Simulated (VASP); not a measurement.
Runs of VASP 6.6.1 on ZnCd3Si4P8. The typed cell holds 32 atoms: a = 11.143 Å, b = 5.572 Å, c = 10.487 Å, α = 90.00°, β = 90.00°, γ = 90.00°. 

```csv
level,spin,k mesh,mended,gap on the mesh (eV),pressure (GPa),moment (μB),largest force (eV/Å)
PBEsol,collinear,1 × 1 × 2,-,(a),0.4,0.00,1.22
PBEsol,off,"1 × 1 × 1, shifted",yes,2.21,0.7,-,1.22
PBEsol+D4,off,"1 × 1 × 1, shifted",yes,2.21,-0.8,-,1.22
PBEsol,collinear,"1 × 1 × 1, shifted",yes,2.21,0.7,0.00,1.22
PBEsol,collinear,"1 × 1 × 1, shifted",-,2.18,0.7,0.00,1.20
```

Alike in all rows: task single point; potentials or basis VASP PAW PBE potentials, release 64 (Cd, Zn, Si, P); cell as given; cutoff (eV) 500; smearing fermi-dirac 0.05 eV.

Estimate the missing entries.

(a) 1.19.

Caveats: some runs use coarse meshes; the PAW data sets were made with another functional, which shifts forces and pressure a little; a shifted mesh leaves out Γ, where band edges can lie (at least some runs); an odd mesh through Γ misses points on the zone boundary, where band edges can lie (at least some runs).

A k mesh can miss the band edges, and the runs leave out spin-orbit coupling on Cd.
